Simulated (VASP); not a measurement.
Wanted: the native input for a VASP 6.6.1 run.

```yaml
Task: single point
Functional: PBEsol
Potentials_or_basis: VASP PAW PBE potentials, release 64 (B, As)
Cutoff: 500 eV
k_mesh: 6 × 6 × 6
Occupations: gaussian, width 0.001 eV
Spin: no spin polarisation
Dipole_correction: no
Further_INCAR_settings: ALGO = Normal; EDIFF = 1e-06; NBANDS = 11
```

The structure of BAs lies in POSCAR:

```
BAs
1.0
    0.0000000000      2.3918676038      2.3918676038
    2.3918676038      0.0000000000      2.3918676038
    2.3918676038      2.3918676038      0.0000000000
B As
1 1
Direct
    0.0000000000      0.0000000000      0.0000000000
    0.2500000000      0.2500000000      0.2500000000
```

The input as run:

INCAR

```
ALGO = Normal
EDIFF = 1E-6
ENCUT = 500
GGA = PS
GGA_COMPAT = F
ISIF = 2
ISMEAR = 0
LASPH = T
LCHARG = F
LREAL = F
LWAVE = F
NBANDS = 11
NELM = 120
PREC = Accurate
SIGMA = 0.001
```

KPOINTS

```
k-points
0
Gamma
  6 6 6
```

Potentials or basis: VASP PAW PBE potentials, release 64 (B, As).

Command:

```sh
$ cat potpaw_PBE.64/B/POTCAR potpaw_PBE.64/As/POTCAR > POTCAR
$ mpirun -np 1 vasp_std > vasp.out
```

Results of the run:

The pressure is -0.5 GPa. The band gap on the k mesh is 1.18 eV, indirect (least direct gap 3.23 eV).

Caveat: the PAW data sets were made with another functional, which shifts forces and pressure a little.

Run time: 6.1 s on 1 thread of Intel(R) Xeon(R) Platinum 8259CL CPU @ 2.50GHz (Skylake/Cascade Lake), on a shared host, peak memory 0.15 GiB.
